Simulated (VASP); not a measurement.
RbBr:

```
CELL_PARAMETERS angstrom
0.00000 3.86950 3.86950
3.86950 0.00000 3.86950
3.86950 3.86950 0.00000
ATOMIC_POSITIONS crystal
Rb 0.00000 0.00000 0.00000
Br 0.25000 0.25000 0.25000
```

Program: VASP 6.6.1. Alike in all runs: task single point; potentials or basis VASP PAW PBE potentials, release 64 (Rb_sv, Br); no spin polarisation; cell as given; k mesh 4 × 4 × 4; cutoff (eV) 520.

**Question.** Order these runs on this cell by their band gap on the k mesh, lowest first.
A. level PBE-based screened hybrid with 10 % exact exchange; smearing gaussian 0.01 eV; grid for exact exchange (PRECFOCK) Normal; share of exact exchange 0.1; screening parameter 0.3 1/Å
B. level PBE; smearing methfessel-paxton 0.2 eV
C. level PBE-based screened hybrid with 35 % exact exchange; smearing gaussian 0.01 eV; grid for exact exchange (PRECFOCK) Normal; share of exact exchange 0.35; screening parameter 0.3 1/Å
D. level PBE-based screened hybrid with 50 % exact exchange; smearing gaussian 0.01 eV; grid for exact exchange (PRECFOCK) Normal; share of exact exchange 0.5; screening parameter 0.3 1/Å

**Answer.** B (4.08 eV), A (4.42 eV), C (5.31 eV), D (5.85 eV).

Caveats: the structure was generated, so it needn't be the stable form of RbBr.

A k mesh can miss the band edges.
